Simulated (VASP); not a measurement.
The system is ZnS.

```xyz
8
Lattice="3.7970 0.0000 0.0000 -1.8985 3.2883 0.0000 0.0000 0.0000 12.4360" Properties=species:S:1:pos:R:3 pbc="T T T"
Zn    1.8985    1.0961    9.3270
Zn    0.0000    2.1922    3.1090
Zn    0.0000    0.0000    6.2180
Zn    0.0000    0.0000    0.0000
S     1.8985    1.0961   11.6587
S     0.0000    2.1922    5.4407
S     0.0000    0.0000    8.5497
S     0.0000    0.0000    2.3317
```

Base run:

```yaml
Program: VASP 6.6.1
Functional: RPBE
Potentials_or_basis: VASP PAW PBE potentials, release 64 (Zn, S)
Cutoff: 520 eV
k_mesh: 8 × 8 × 3
Occupations: fermi-dirac, width 0.05 eV
Spin: no spin polarisation
```

Its results: band gap on the k mesh 2.39 eV; pressure 5.7 GPa; largest force 0.049 eV/Å.

Problem. The run is repeated on the same cell with these changes: functional from RPBE to PBEsol; further incar settings from ALGO = Normal; EDIFF = 1e-06; NBANDS = 46 to ALGO = Normal; EDIFF = 1e-07; NBANDS = 46. What comes out?

Solution. Band gap on the k mesh 2.08 eV; pressure -0.6 GPa; largest force 0.045 eV/Å.

Caveats: the PAW data sets were made with another functional, which shifts forces and pressure a little; the cell stands under pressure (at least some runs); an odd mesh through Γ misses points on the zone boundary, where band edges can lie (at least some runs).
